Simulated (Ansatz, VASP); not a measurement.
**Two plane-wave programs on SnO**

INCAR

```
SYSTEM = SnO
  ALGO = Normal
  DIPOL = 0.5 0.5 0.403
  EDIFF = 1E-6
  ENCUT = 520
  GGA = PE
  IDIPOL = 3
  ISIF = 2
  ISMEAR = 0
  IVDW = 12
  LASPH = .True.
  LCHARG = .False.
  LDIPOL = .True.
  LREAL = .False.
  LWAVE = .False.
  NBANDS = 50
  NELM = 80
  PREC = Accurate
  SIGMA = 0.05
```

KPOINTS

```
k-points
0
Gamma
  7 7 1
  0 0 0
```

File POSCAR:

```
SnO
1.0
    3.8201527579      0.0002954580      0.0000000000
   -0.0003145460      3.8201527564      0.0000000000
    0.0000000000      0.0000000000     22.2260749779
Sn O
4 4
Direct
    0.9999453016      0.9999453016      0.2024648978
    0.4999453016      0.4999453016      0.3087831520
    0.6249453016      0.9999453016      0.4977503900
    0.1249453016      0.4999453016      0.6040686442
    0.9999461181      0.4999461181      0.2556240249
    0.4999461181      0.9999461181      0.2556240249
    0.6249461181      0.4999461181      0.5509095171
    0.1249461181      0.9999461181      0.5509095171
```

Input for Ansatz:

```yaml
crystal:
  lattice:
    - [3.820152616, 0.0002954389, 0.0]
    - [-0.0003145156, 3.8201526145, 0.0]
    - [0.0, 0.0, 22.2260756252]
  atoms:
    - { symbol: Sn, position: [0.9999453016, 0.9999453016, 0.202464892] }
    - { symbol: O, position: [0.9999461184, 0.4999461184, 0.2556240248] }
    - { symbol: O, position: [0.4999461184, 0.9999461184, 0.2556240248] }
    - { symbol: Sn, position: [0.4999453016, 0.4999453016, 0.3087831576] }
    - { symbol: Sn, position: [0.6249453016, 0.9999453016, 0.4977503901] }
    - { symbol: O, position: [0.6249461184, 0.4999461184, 0.5509095229] }
    - { symbol: O, position: [0.1249461184, 0.9999461184, 0.5509095229] }
    - { symbol: Sn, position: [0.1249453016, 0.4999453016, 0.6040686557] }
basis:
  ecutwfc: 420
kpoints:
  mp_grid: { grid: [7, 7, 1] }
hamiltonian:
  xc: pbe
  pseudopotentials: { kind: paw, azcp: { folder: soft_1 } }
  dispersion: d3bj
scf:
  occupations: { method: gaussian, width: 0.05 }
output:
  forces: true
  eigenvalues: true
efield:
  axis: 3
  dipole_correction: true
  ramp_width: 0.04
```

Alike in both runs: task single point; functional PBE; dispersion D3(BJ); k mesh 7 × 7 × 1; occupations gaussian, width 0.05 eV; no spin polarisation.

|  | VASP | Ansatz |
| --- | --- | --- |
| version | VASP 6.6.1 | Ansatz 0.2.0 |
| potentials or method | VASP PAW PBE potentials, release 64 (Sn_d, O), cutoff 520 eV | scalar-relativistic, plane waves, PAW |
| valence electrons in the cell | 80 | 80 |

|  | VASP | Ansatz | Ansatz less VASP |
| --- | --- | --- | --- |
| gap on the k mesh at the Fermi level (eV) | 2.52 | 2.53 | +0.007 |
| least direct gap on the mesh (eV) | 2.57 | 2.62 | +0.043 |
| rms of the force components (eV/Å) | 0.049 | 0.016 | -0.0327 |

Ansatz's warnings: structure snapped to symmetry.
